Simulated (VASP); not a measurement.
## Cs: single point with PBE

Cs, a slab with vacuum:

```xyz
4
Lattice="5.5002 0.0000 0.0000 0.0000 8.1945 0.0000 0.0000 0.0000 25.2502" Properties=species:S:1:pos:R:3 pbc="T T T"
Cs    2.7501    4.0972    8.5000
Cs    0.0000    0.0000   11.2501
Cs    2.7501    4.0972   13.8574
Cs    0.0000    0.0000   16.3351
```

| Quantity | Value |
| --- | --- |
| Program | VASP 6.6.1 |
| Task | single point |
| Functional | PBE |
| Potentials or basis | VASP PAW PBE potentials, release 64 (Cs_sv) |
| Cutoff | 520 eV |
| k mesh | 5 × 3 × 1 |
| Occupations | gaussian, width 0.1 eV |
| Spin | no spin polarisation |
| Dipole correction | yes |
| Further INCAR settings | ALGO = Normal; EDIFF = 1e-07; NBANDS = 26 |

```json
{
  "Largest force": "0.048 eV/Å",
  "Band gap on the k mesh": "zero (bands 18 and 19 overlap by 0.52 eV)"
}
```

Forces in eV/Å, atoms in the order of the input:
```
Cs   0.000  0.000  0.045
Cs   0.000  0.000 -0.048
Cs   0.000  0.000 -0.001
Cs   0.000  0.000  0.005
```

Levels at points of the mesh, in eV from the Fermi level:
| k point | band 14 | band 15 | band 16 | band 17 | band 18 | band 19 | band 20 | band 21 | band 22 | band 23 |
| --- | --- | --- | --- | --- | --- | --- | --- | --- | --- | --- |
| (0.00, 0.00, 0.00) | -10.64 | -10.62 | -10.61 | -1.41 | -0.79 | 0.07 | 0.43 | 0.82 | 1.02 | 1.10 |

Wall time 7.5 min on 1 thread of Intel Xeon 8259CL, on a shared host, peak memory 0.97 GiB.

Caveat: spin-orbit coupling is left out, which moves the levels of the heavy elements.
